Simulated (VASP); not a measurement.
# Cr (Fm-3m) in VASP: notebook

Cr is run at these levels: PBE; tasks: single point, relaxation of cell and atoms.

All numbers are computed with VASP 6.6.1; they aren't measurements. Logs are shortened: lines on timing, memory, paths and dates and some standing lists are left out, and cuts for length are marked.

## 1. The cell of the first run

The structure is cubic, space group Fm-3m (No. 225). The conventional cell has a = 3.764 Å, b = 3.764 Å, c = 3.764 Å, α = 90.00°, β = 90.00°, γ = 90.00°. Cr (site symmetry m-3m) has 12 Cr at 2.66 Å within 3.5 Å.

## 2. Single point, PBE (volume scaled by 1.12)

INCAR

```
SYSTEM = Cr
  ALGO = Normal
  EDIFF = 1E-7
  ENCUT = 520
  GGA = PE
  ISIF = 2
  ISMEAR = -1
  LASPH = .True.
  LCHARG = .True.
  LELF = .True.
  LREAL = .False.
  LVHAR = .True.
  LWAVE = .False.
  NBANDS = 12
  NELM = 80
  PREC = Accurate
  SIGMA = 0.1
```

KPOINTS

```
k-points
0
Gamma
  17 17 17
  0 0 0
```

POSCAR

```
Cr
1.0
    0.0000000000      1.8820101779      1.8820101779
    1.8820101779      0.0000000000      1.8820101779
    1.8820101779      1.8820101779      0.0000000000
Cr
1
Direct
    0.0000000000      0.0000000000      0.0000000000
```

Potentials or basis: VASP PAW PBE potentials, release 64 (Cr_pv).

Command:

```sh
cat potpaw_PBE.64/Cr_pv/POTCAR > POTCAR
mpirun -np 1 vasp_std > vasp.out
```

OUTCAR:

```text
SYSTEM = Cr
   EDIFF = 1E-7
   ENCUT = 520
   GGA = PE
   ISIF = 2
   ISMEAR = -1
   LASPH = .True.
   LREAL = .False.
   NELM = 80
   PREC = Accurate

 ion  position               nearest neighbor table
   1  0.000  0.000  0.000-

  LATTYP: Found a face centered cubic cell.
 ALAT       =     3.7640203558

  Lattice vectors:

 A1 = (   0.0000000000,   1.8820101779,   1.8820101779)
 A2 = (   1.8820101779,   0.0000000000,   1.8820101779)
 A3 = (   1.8820101779,   1.8820101779,   0.0000000000)

Analysis of symmetry for initial positions (statically):
=====================================================================
 Subroutine PRICEL returns:
 Original cell was already a primitive cell.

 Routine SETGRP: Setting up the symmetry group for a
 face centered cubic supercell.

 Subroutine GETGRP returns: Found 48 space group operations
[... 9 lines left out ...]

 Routine SETGRP: Setting up the symmetry group for a
 face centered cubic supercell.

 Subroutine GETGRP returns: Found 48 space group operations
[... 11 lines left out ...]
                                     Primitive cell

  volume of cell :      13.3320

  direct lattice vectors                    reciprocal lattice vectors
     0.000000000  1.882010178  1.882010178    -0.265673377  0.265673377  0.265673377
     1.882010178  0.000000000  1.882010178     0.265673377 -0.265673377  0.265673377
     1.882010178  1.882010178  0.000000000     0.265673377  0.265673377 -0.265673377

  length of vectors
     2.661564318  2.661564318  2.661564318     0.460159788  0.460159788  0.460159788

  position of ions in fractional coordinates (direct lattice)
     0.000000000  0.000000000  0.000000000

  ion indices of the primitive-cell ions
   primitive index   ion index
                 1           1

----------------------------------------------------------------------------------------

 KPOINTS: k-points

Automatic generation of k-mesh.
 Grid dimensions read from file:
 generate k-points for:   17   17   17

 Generating k-lattice:

  Cartesian coordinates                     Fractional coordinates (reciprocal lattice)
    -0.015627846  0.015627846  0.015627846     0.058823529  0.000000000  0.000000000
     0.015627846 -0.015627846  0.015627846     0.000000000  0.058823529  0.000000000
     0.015627846  0.015627846 -0.015627846     0.000000000  0.000000000  0.058823529

  Length of vectors
     0.027068223  0.027068223  0.027068223

  Shift w.r.t. Gamma in fractional coordinates (k-lattice)
     0.000000000  0.000000000  0.000000000

 Subroutine IBZKPT returns following result:
 ===========================================

 Found    165 irreducible k-points:

 Following reciprocal coordinates:
            Coordinates               Weight
  0.000000  0.000000  0.000000      1.000000
  0.058824  0.000000  0.000000      8.000000
  0.117647  0.000000  0.000000      8.000000
  0.176471  0.000000  0.000000      8.000000
  0.235294  0.000000  0.000000      8.000000
  0.294118  0.000000  0.000000      8.000000
[... 16 lines left out ...]
 -0.176471  0.058824  0.000000     24.000000
 -0.117647  0.058824  0.000000     24.000000
 [... further k-points ...]
   k-points           NKPTS =    165   k-points in BZ     NKDIM =    165   number of bands    NBANDS=     12
   number of dos      NEDOS =    301   number of ions     NIONS =      1
   total plane-waves  NPLWV =   8000
   dimension x,y,z NGX =    20 NGY =   20 NGZ =   20
   dimension x,y,z NGXF=    40 NGYF=   40 NGZF=   40
   ions per type =               1
   NGX,Y,Z   is equivalent  to a cutoff of  12.49, 12.49, 12.49 a.u.
   NGXF,Y,Z  is equivalent  to a cutoff of  24.98, 24.98, 24.98 a.u.
 SYSTEM =  Cr
   PREC   = accura    normal or accurate (medium, high low for compatibility)
   ISTART =      0    job   : 0-new  1-cont  2-samecut
   ICHARG =      2    charge: 1-file 2-atom 10-const
   ISPIN  =      1    spin polarized calculation?
   LNONCOLLINEAR =      F non collinear calculations
   LSORBIT =      F    spin-orbit coupling
   LASPH  =      T    aspherical Exc in radial PAW
   ENCUT  =  520.0 eV  38.22 Ry    6.18 a.u.   4.95  4.95  4.95*2*pi/ulx,y,z
   NELM   =     80;   NELMIN=  2; NELMDL= -5     # of ELM steps
   EDIFF  = 0.1E-06   stopping-criterion for ELM
   LREAL  =      F    real-space projection
   EDIFFG = 0.1E-05   stopping-criterion for IOM
   NSW    =      0    number of steps for IOM
   IBRION =     -1    ionic relax: 0-MD 1-quasi-New 2-CG
   NFREE  =      0    steps in history (QN), initial steepest desc. (CG)
   ISIF   =      2    stress and relaxation
   ISYM   =      2    0-nonsym 1-usesym 2-fastsym
   POTIM  = 0.5000    time-step for ionic-motion
   TEBEG  =    0.0;   TEEND  =   0.0 temperature during run
   PSTRESS=    0.0 pullay stress
   NELECT =      12.0000    total number of electrons
   NUPDOWN=      -1.0000    fix difference up-down
   EMIN   =  10.00;   EMAX   =-10.00  energy-range for DOS
   EFERMI =   0.00;   METHOD = LEGACY
   ISMEAR =    -1;   SIGMA  =   0.10  broadening in eV -4-tet -1-fermi 0-gaus
   EFERMI_NEDOS =   21; number of points for ismear=-14 and -15
   IALGO  =     38    algorithm
   IMIX   =      4    mixing-type and parameters
     AMIX     =   0.40;   BMIX     =  1.00
     AMIX_MAG =   1.60;   BMIX_MAG =  1.00
  volume/ion in A,a.u.               =      13.33        89.97
  Fermi-wavevector in a.u.,A,eV,Ry     =   1.580653  2.987002 33.993677  2.498465
  Thomas-Fermi vector in A             =   2.680848
   LORBIT       =      0    0 simple, 1 ext, 2 COOP (PROOUT), +10 PAW based schemes
   GGA     = PE    functional components
   LHFCALC =     F    Hartree Fock is set to
   AEXX    =    0.0000 exact exchange contribution
   IVDW    =     0    specifies the selected vdW correction
   LEPSILON=     F    determine dielectric tensor
   LRPA    =     F    only Hartree local field effects (RPA)
 non-spin polarized calculation
  energy-cutoff  :      520.00
  volume of cell :       13.33
 maximum number of plane-waves:       369
   NGX =  9   NGY =  9   NGZ =  9

 number of electron      12.0000007 magnetization

 Free energy of the ion-electron system (eV)
  ---------------------------------------------------
  ext. energy  EPLUGINS =         0.00000000
  ---------------------------------------------------
  free energy    TOTEN  =        -9.04615631 eV

  energy without entropy =       -8.97890541  energy(sigma->0) =       -9.01253086

 E-fermi :   8.8548     XC(G=0): -12.8494

 val. band max:        8.8442289729   @ k =  -0.4706   0.3529   0.0588
 cond. band min:       8.8634800265   @ k =  -0.4118   0.0588   0.0000
 fundamental gap:      0.0192510536
 Fermi energy:         8.8547950710

 k-point     1 :       0.0000    0.0000    0.0000
  band No.  band energies     occupation
      1     -33.7144      2.00000
      2     -33.7144      2.00000
      3     -33.7144      2.00000
      4       1.7453      2.00000
      5       8.4884      1.95003
      6       8.4884      1.95003
      7       8.4884      1.95003
      8       9.9752      0.00003
      9       9.9752      0.00003
     10      16.2504      0.00000
     11      27.8889      0.00000
     12      32.7970      0.00000

 k-point     2 :       0.0588    0.0000    0.0000
  band No.  band energies     occupation
      1     -33.7343      2.00000
      2     -33.7170      2.00000
      3     -33.7170      2.00000
      4       1.8724      2.00000
      5       8.4321      1.97121
      6       8.5283      1.92639
      7       8.5283      1.92639
      8       9.9538      0.00003
      9       9.9538      0.00003
     10      16.2504      0.00000
     11      27.8862      0.00000
     12      31.5946      0.00000

 k-point     3 :       0.1176    0.0000    0.0000
  band No.  band energies     occupation
      1     -33.7913      2.00000
      2     -33.7244      2.00000
      3     -33.7244      2.00000
      4       2.2445      2.00000
      5       8.2813      1.99356
      6       8.6299      1.80906
      7       8.6299      1.80906
      8       9.9097      0.00005
      9       9.9097      0.00005
     10      16.2503      0.00000
     11      27.5637      0.00000
     12      29.8079      0.00000

 k-point     4 :       0.1765    0.0000    0.0000
  band No.  band energies     occupation
      1     -33.8771      2.00000
      2     -33.7356      2.00000
      3     -33.7356      2.00000
      4       2.8307      2.00000
      5       8.0863      1.99908
      6       8.7327      1.54463
      7       8.7327      1.54462
      8       9.9067      0.00005
      9       9.9067      0.00005
     10      16.2501      0.00000
     11      26.0567      0.00000
     12      29.0011      0.00000

 k-point     5 :       0.2353    0.0000    0.0000
  band No.  band energies     occupation
      1     -33.9794      2.00000
      2     -33.7491      2.00000
      3     -33.7491      2.00000
      4       3.5674      2.00000
      5       7.9283      1.99981
      6       8.7527      1.47021
      7       8.7527      1.47020
      8      10.0278      0.00002
      9      10.0278      0.00002
     10      16.2498      0.00000
     11      23.9302      0.00000
     12      28.5928      0.00000
[... 228 lines left out ...]
      1     -34.1154      2.00000
      2     -33.7884      2.00000
      3     -33.7622      2.00000
      4       4.6568      2.00000
      5       7.9050      1.99985
      6       8.5904      1.86729
      7       8.6931      1.66872
      8      10.1763      0.00000
      9      10.6700      0.00000
     10      16.2486      0.00000
     11      21.1501      0.00000
     12      27.5540      0.00000

 k-point    22 :      -0.2353    0.0588    0.0000
  band No.  band energies     occupation
      1     -34.0161      2.00000
      2     -33.7745      2.00000
      3     -33.7478      2.00000
      4       3.9253      2.00000
      5       7.8391      1.99992
      6       8.7070      1.62860
      7       8.8008      1.26354
      8       9.8785      0.00007
      9      10.3621      0.00000
     10      16.2495      0.00000
     11      23.2745      0.00000
     12      27.9880      0.00000

 k-point    23 :      -0.1765    0.0588    0.0000
  band No.  band energies     occupation
      1     -33.9148      2.00000
      2     -33.7587      2.00000
      3     -33.7344      2.00000
      4       3.1661      2.00000
      5       7.9651      1.99973
      6       8.7559      1.45766
      7       8.8136      1.20288
      8       9.7256      0.00033
      9      10.1340      0.00001
     10      16.2500      0.00000
     11      25.4449      0.00000
     12      28.3816      0.00000

 k-point    24 :      -0.1176    0.0588    0.0000
  band No.  band energies     occupation
      1     -33.8258      2.00000
      2     -33.7431      2.00000
      3     -33.7240      2.00000
      4       2.5254      2.00000
      5       8.1580      1.99812
      6       8.7072      1.62798
      7       8.7074      1.62733
      8       9.7542      0.00025
      9      10.0235      0.00002
     10      16.2503      0.00000
     11      27.2593      0.00000
     12      28.9797      0.00000

 [... further k-points ...]
[... 5 lines left out ...]
  --------------------------------------------------------------------------------------
  -------------------------------------------------------------------------------------
  Total       -1.7776956     -1.7776956     -1.7776956      0.0000000     -0.0000000      0.0000000
  in kB     -213.6348381   -213.6348381   -213.6348381      0.0000000     -0.0000000      0.0000000
  external PRESSURE =    -213.6348381 kB  Pullay stress =       0.0000000 kB

 VOLUME and BASIS-vectors are now :
 -----------------------------------------------------------------------------
  energy-cutoff  :      520.00
  volume of cell :       13.33
      direct lattice vectors                 reciprocal lattice vectors
     0.000000000  1.882010178  1.882010178    -0.265673377  0.265673377  0.265673377
     1.882010178  0.000000000  1.882010178     0.265673377 -0.265673377  0.265673377
     1.882010178  1.882010178  0.000000000     0.265673377  0.265673377 -0.265673377

 POSITION                                       TOTAL-FORCE (eV/Angst)
 -----------------------------------------------------------------------------------
      0.00000      0.00000      0.00000         0.000000      0.000000      0.000000
 -----------------------------------------------------------------------------------
    total drift:                                0.000000      0.000000      0.000000

  FREE ENERGIE OF THE ION-ELECTRON SYSTEM (eV)
  ---------------------------------------------------
  free  energy   TOTEN  =        -9.0461563061 eV

  energy  without entropy=       -8.9789054093  energy(sigma->0) =       -9.01253086
```

It took 16 s on 1 thread of Intel Xeon 6975P-C, shared host; peak memory 0.14 GiB.

What came out:

| Property | Result |
| --- | --- |
| Free energy | -9.0462 eV |
| Pressure | -21.4 GPa |
| Band gap on the k mesh | zero (band 6 reaches 10.95 eV, above the bottom of band 7 at 8.49 eV) |

Levels at points of the mesh, in eV from the Fermi level:
| k point | band 3 | band 4 | band 5 | band 6 | band 7 | band 8 | band 9 | band 10 |
| --- | --- | --- | --- | --- | --- | --- | --- | --- |
| (0.00, 0.00, 0.00) | -42.57 | -7.11 | -0.37 | -0.37 | -0.37 | 1.12 | 1.12 | 7.40 |

Caveat: the cell differs from its parent crystal (volume scaled by 1.12); the run has no spin polarisation, though such a crystal can be magnetic. Spin polarisation is off, so any magnetic state and its effect on volume and gap are missing.

## 3. Relaxation of cell and atoms, PBE

This run uses another cell than the first one, of 11.99 Å³/atom, 0.900 times its volume.

INCAR

```
ALGO     = Normal         # electronic algorithm
EDIFF    = 1E-6           # SCF threshold, eV
EDIFFG   = -0.01          # ionic threshold
ENCUT    = 600            # plane-wave cutoff, eV
GGA      = PE             # functional
IBRION   = 2              # ionic algorithm
ISIF     = 3              # what is computed and relaxed
ISMEAR   = -1             # smearing method
LASPH    = True           # aspherical terms in the spheres
LCHARG   = False          # write CHGCAR
LREAL    = False          # projectors in reciprocal space
LWAVE    = False          # write WAVECAR
NELM     = 80             # most SCF steps
NSW      = 80             # ionic steps
PREC     = Accurate       # precision mode
SIGMA    = 0.1            # smearing width, eV
```

KPOINTS

```
k-points
0
Gamma
  15 15 15
```

POSCAR

```
Cr
1.0
    0.0000000000      1.8167431579      1.8167431579
    1.8167431579      0.0000000000      1.8167431579
    1.8167431579      1.8167431579      0.0000000000
Cr
1
Direct
    0.0000000000      0.0000000000      0.0000000000
```

Potentials or basis: VASP PAW PBE potentials, release 64 (Cr_pv).

Command:

```sh
cat potpaw_PBE.64/Cr_pv/POTCAR > POTCAR
mpirun -np 1 vasp_std > vasp.out
```

OUTCAR:

```text
EDIFF = 1E-6
   EDIFFG = -0.01
   ENCUT = 600
   GGA = PE
   IBRION = 2
   ISIF = 3
   ISMEAR = -1
   LASPH = True
   LREAL = False
   NELM = 80
   NSW = 80
   PREC = Accurate

 ion  position               nearest neighbor table
   1  0.000  0.000  0.000-

  LATTYP: Found a face centered cubic cell.
 ALAT       =     3.6334863158

  Lattice vectors:

 A1 = (   0.0000000000,   1.8167431579,   1.8167431579)
 A2 = (   1.8167431579,   0.0000000000,   1.8167431579)
 A3 = (   1.8167431579,   1.8167431579,   0.0000000000)

Analysis of symmetry for initial positions (statically):
=====================================================================
 Subroutine PRICEL returns:
 Original cell was already a primitive cell.

[... 256 lines left out ...]
  band No.  band energies     occupation
      1     -32.0353      2.00000
      2     -32.0353      2.00000
      3     -32.0353      2.00000
      4       2.8309      2.00000
      5       9.9060      1.97574
      6       9.9060      1.97574
      7       9.9060      1.97574
      8      11.6631      0.00000
      9      11.6631      0.00000
     10      17.8551      0.00000
[... 287 lines left out ...]
 k-point    24 :       0.2000    0.1333    0.0000
  band No.  band energies     occupation
      1     -32.2754      2.00000
      2     -32.1098      2.00000
      3     -32.1030      2.00000
      4       4.3380      2.00000
      5       9.0856      1.99999
      6      10.4221      0.63677
      7      10.4948      0.36849
      8      11.0358      0.00202
      9      11.9441      0.00000
     10      17.8548      0.00000

 [... further k-points ...]

------------------------ aborting loop because EDIFF is reached ----------------------------------------

  FORCE on cell =-STRESS in cart. coord.  units (eV):
  Direction    XX          YY          ZZ          XY          YZ          ZX
  --------------------------------------------------------------------------------------
  -------------------------------------------------------------------------------------
  Total       -0.0005480     -0.0005480     -0.0005480     -0.0000000     -0.0000000     -0.0000000
  in kB       -0.0739067     -0.0739067     -0.0739067     -0.0000000     -0.0000000     -0.0000000
  external PRESSURE =      -0.0739067 kB  Pullay stress =       0.0000000 kB
[... 16 lines left out ...]
  FREE ENERGIE OF THE ION-ELECTRON SYSTEM (eV)
  ---------------------------------------------------
  free  energy   TOTEN  =        -9.1521582027 eV

  energy  without entropy=       -9.0930540726  energy(sigma->0) =       -9.12260614

 reached required accuracy - stopping structural energy minimisation
```

CONTCAR:

```text
Cr
   1.00000000000000
    -0.0000000000000000    1.8109854810089656    1.8109854810089656
     1.8109854810089656    0.0000000000000000    1.8109854810089656
     1.8109854810089656    1.8109854810089656   -0.0000000000000000
  Cr
     1
Direct
     0.0000000000000000    0.0000000000000000    0.0000000000000000

  0.00000000E+00  0.00000000E+00  0.00000000E+00
```

Wall time 27 s (1 thread of Intel Xeon 6975P-C, shared host); peak memory 0.16 GiB.

Results:

```
Free energy                            : -9.1522 eV
Relaxed volume                         : 11.88 Å³/atom
Relaxed cell                           : a = 2.561 Å, b = 2.561 Å, c = 2.561 Å, α = 60.00°, β = 60.00°, γ = 60.00°
Space group after relaxing (to 0.05 Å) : Fm-3m (No. 225)
Energy gained by relaxing              : 0.8 meV/atom
Ionic steps                            : 3
Pressure after relaxing                : 0.0 GPa
Band gap on the k mesh                 : zero (band 6 reaches 12.82 eV, above the bottom of band 7 at 9.91 eV)
```

Step by step:
```
step  energy change (eV)  largest force (eV/Å)  pressure (GPa)  volume (Å³)
   1              0.0000                0.0000           -2.22        11.99
   2              0.0011                0.0000            3.54        11.71
   3             -0.0008                0.0000           -0.01        11.88
```

Final structure:
```
Cr
1.0
     0.00000    1.81099    1.81099
     1.81099    0.00000    1.81099
     1.81099    1.81099    0.00000
Cr
1
Direct
  0.00000 0.00000 0.00000
```

Levels at points of the mesh, in eV from the Fermi level:
```csv
k point,band 4,band 5,band 6,band 7,band 8,band 9
"(0.00, 0.00, 0.00)",-7.52,-0.44,-0.44,-0.44,1.32,1.32
```

Caveat: the run has no spin polarisation, though such a crystal can be magnetic. Spin polarisation is off, so any magnetic state and its effect on volume and gap are missing.

## 4. Single point, PBE

This run uses another cell than the first one, of 11.90 Å³/atom, 0.893 times its volume.

INCAR

```
  PREC = Accurate
  ENCUT = 520
  EDIFF = 1E-6
  ISMEAR = -1
  SIGMA = 0.1
  LREAL = F
  LASPH = T
  NELM = 80
  ALGO = Normal
  ISIF = 2
  LWAVE = F
  LCHARG = F
  GGA = PE
  NBANDS = 12
```

KPOINTS

```
regular mesh
0
Gamma
  24 24 24
```

POSCAR

```
Cr
1.0
    0.0000000000      1.8122410358      1.8122410358
    1.8122410358      0.0000000000      1.8122410358
    1.8122410358      1.8122410358      0.0000000000
Cr
1
Direct
    0.0000000000      0.0000000000      0.0000000000
```

Command:

```sh
cat potpaw_PBE.64/Cr_pv/POTCAR > POTCAR
mpirun -np 1 vasp_std > vasp.out
```

Wall time 37 s (1 thread of Intel Xeon 6975P-C, shared host); peak memory 0.17 GiB.

The run converged. Its results:

| Quantity | Value |
| --- | --- |
| Free energy | -9.1527 eV |
| Pressure | -0.5 GPa |
| Band gap on the k mesh | zero (band 6 reaches 12.80 eV, above the bottom of band 7 at 9.88 eV) |

Levels at points of the mesh, in eV from the Fermi level:
| k point | band 3 | band 4 | band 5 | band 6 | band 7 | band 8 | band 9 | band 10 |
| --- | --- | --- | --- | --- | --- | --- | --- | --- |
| (0.00, 0.00, 0.00) | -42.38 | -7.51 | -0.44 | -0.44 | -0.44 | 1.31 | 1.31 | 7.51 |
| (0.50, 0.00, 0.00) | -42.49 | -3.90 | -0.56 | -0.56 | 0.81 | 2.51 | 2.51 | 7.50 |
| (0.50, 0.50, 0.00) | -42.68 | -4.10 | -3.27 | 2.48 | 2.82 | 2.82 | 3.68 | 7.50 |

Caveat: the run has no spin polarisation, though such a crystal can be magnetic.

(Continued in part 2 of 2.)
